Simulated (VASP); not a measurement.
B: relaxation of cell and atoms with PBE

Crystal: B.

```
CELL_PARAMETERS angstrom
1.16859 -4.30583 0.00000
1.16859 4.30583 0.00000
0.00000 0.00000 3.28247
ATOMIC_POSITIONS crystal
B 0.50000 0.50000 0.75116
B 0.50000 0.50000 0.24884
B 0.32059 0.67941 0.50000
B 0.67941 0.32059 0.50000
```

The cell was generated, and may not be a known phase.

```json
{
 "Program": "VASP 6.6.1",
 "Task": "relaxation of cell and atoms",
 "Functional": "PBE",
 "Potentials or basis": "VASP PAW PBE potentials, release 64 (B)",
 "Cutoff": "600 eV",
 "k mesh": "20 × 20 × 14",
 "Occupations": "gaussian, width 0.1 eV",
 "Spin": "no spin polarisation",
 "Dipole correction": "no",
 "Further INCAR settings": "ALGO = Normal; EDIFF = 1e-06; IBRION = 2; EDIFFG = -0.01; NSW = 100; ISIF = 3"
}
```

* Relaxed volume: 8.27 Å³/atom
* Relaxed cell: a = 4.464 Å, b = 4.464 Å, c = 3.274 Å, α = 90.00°, β = 90.00°, γ = 149.54°
* Space group after relaxing (to 0.1 Å): Cmmm (No. 65)
* Energy gained by relaxing: 0.1 meV/atom
* Ionic steps: 9
* Pressure after relaxing: 0.0 GPa
* Band gap on the k mesh: zero (bands 6 and 7 overlap by 6.14 eV)

Forces on the atoms (eV/Å):
```
B    0.000  0.000 -0.002
B    0.000  0.000  0.002
B    0.000 -0.002  0.000
B    0.000  0.002  0.000
```

The path:
```csv
step,energy change (eV),largest force (eV/Å),pressure (GPa),volume (Å³)
1,0.0000,0.0540,-0.03,33.03
2,-0.0003,0.1012,0.01,33.03
3,-0.0004,0.0616,0.00,33.03
4,-0.0004,0.0690,0.16,33.02
5,-0.0005,0.0126,0.09,33.03
6,-0.0006,0.0106,0.10,33.04
7,-0.0006,0.0161,0.10,33.05
8,-0.0006,0.0109,-0.02,33.08
9,-0.0006,0.0024,0.01,33.07
```

Final structure:
```
CELL_PARAMETERS angstrom
1.17272 -4.30684 0.00000
1.17272 4.30684 0.00000
0.00000 0.00000 3.27397
ATOMIC_POSITIONS crystal
B 0.50000 0.50000 0.75117
B 0.50000 0.50000 0.24883
B 0.32025 0.67975 0.50000
B 0.67975 0.32025 0.50000
```

Levels at points of the mesh, in eV from the Fermi level:
```csv
k point,band 4,band 5,band 6,band 7,band 8,band 9
"(0.00, 0.00, 0.00)",-5.85,-2.54,1.79,4.54,4.86,6.12
"(0.50, 0.00, 0.00)",-5.86,-3.46,-2.75,2.10,2.31,4.23
"(0.50, 0.50, 0.00)",-4.20,-1.93,0.00,3.10,4.02,6.59
"(0.00, 0.00, 0.50)",-7.15,-2.91,-1.80,5.05,6.70,8.45
"(0.50, 0.00, 0.50)",-5.47,-4.11,-2.77,-1.39,-1.08,2.92
"(0.50, 0.50, 0.50)",-6.10,-3.19,4.02,4.65,5.06,5.40
```

It took 19 min on 1 thread of AMD EPYC 7R13 Processor (Zen 3), with other jobs on the host, peak memory 0.39 GiB.
